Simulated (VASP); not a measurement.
Input of a VASP 6.6.1 run:

POSCAR

```
GaSb3
1.0
    0.0000000000      3.6801753734      3.6801753734
    3.6801753734      0.0000000000      3.6801753734
    3.6801753734      3.6801753734      0.0000000000
Sb Ga
3 1
Direct
    0.5000000000      0.5000000000      0.5000000000
    0.7500000000      0.7500000000      0.7500000000
    0.2500000000      0.2500000000      0.2500000000
    0.0000000000      0.0000000000      0.0000000000
```

INCAR.step1

```
SYSTEM = GaSb3
ALGO = Normal
EDIFF = 1E-5
ENCUT = 550
GGA = PE
GGA_COMPAT = .FALSE.
ISMEAR = -1
LASPH = .TRUE.
LCHARG = .FALSE.
LREAL = .FALSE.
LWAVE = .TRUE.
NBANDS = 22
NELM = 120
PREC = Accurate
SIGMA = 0.05
```

File INCAR.step2:

```
SYSTEM = GaSb3
ALGO = Normal
EDIFF = 1E-6
ENCUT = 550
GGA_COMPAT = .FALSE.
ISIF = 2
ISMEAR = -1
ISTART = 1
LASPH = .TRUE.
LCHARG = .FALSE.
LMIXTAU = .TRUE.
LREAL = .FALSE.
LWAVE = .FALSE.
METAGGA = R2SCAN
NBANDS = 22
NELM = 120
PREC = Accurate
SIGMA = 0.05
```

The input KPOINTS:

```
k-points
0
G
  6 6 6
  0 0 0
```

Potentials or basis: VASP PAW PBE potentials, release 64 (Sb, Ga_d).

Run with:

```bash
$ cat potpaw_PBE.64/Sb/POTCAR potpaw_PBE.64/Ga_d/POTCAR > POTCAR
$ cp INCAR.step1 INCAR
$ mpirun -np 1 vasp_std > vasp.out
$ cp INCAR.step2 INCAR
$ mpirun -np 1 vasp_std > vasp.out
```

Q: Predict the band gap on the k mesh.

A: Zero (band 14 reaches 9.21 eV, above the bottom of band 15 at 5.23 eV).

Q: Estimate the pressure.

A: 0.6 GPa.

Caveat: the PAW data sets were made with another functional, which shifts forces and pressure a little; spin-orbit coupling is left out, which moves the levels of the heavy elements.
